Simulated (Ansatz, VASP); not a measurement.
## Mn2ZnAs2: VASP beside Ansatz

```
Mn As Zn
1.0
     4.12567    0.00000    0.00000
    -2.06284    3.57294    0.00000
     0.00000    0.00000    6.61477
Mn As Zn
2 2 1
Direct
  0.33330 0.66670 0.36944
  0.66670 0.33330 0.63056
  0.33330 0.66670 0.76793
  0.66670 0.33330 0.23207
  0.00000 0.00000 0.00000
```

Alike in both runs: task single point; functional HSE06; k mesh 3 × 3 × 2; occupations fermi-dirac, width 0.0768 eV; no spin polarisation.

|  | VASP | Ansatz |
| --- | --- | --- |
| version | VASP 6.6.1 | Ansatz 0.2.0 |
| potentials or method | VASP PAW PBE potentials, release 64 (Mn_pv, As, Zn), cutoff 520 eV | PAW plane waves |
| valence electrons in the cell | 48 | 72 |

```tsv
	VASP	Ansatz	Ansatz less VASP
pressure (GPa)	-15.8	-15.7	+0.03
traceless stress, the component that is largest in VASP (GPa)	-3.53	-3.56	-0.038
rms of the force components (eV/Å)	0.736	0.738	+0.0023
```

Atom by atom the forces differ by 0.003 eV/Å (rms over components). VASP's potentials hold 48 valence electrons a cell and Ansatz's 72, so a difference there can come from the potentials and not from the codes. Ansatz's warnings: stress exchange threshold loose, stress scf threshold loose, structure snapped to symmetry.

The k mesh is coarse, so the values compare programs but aren't converged.
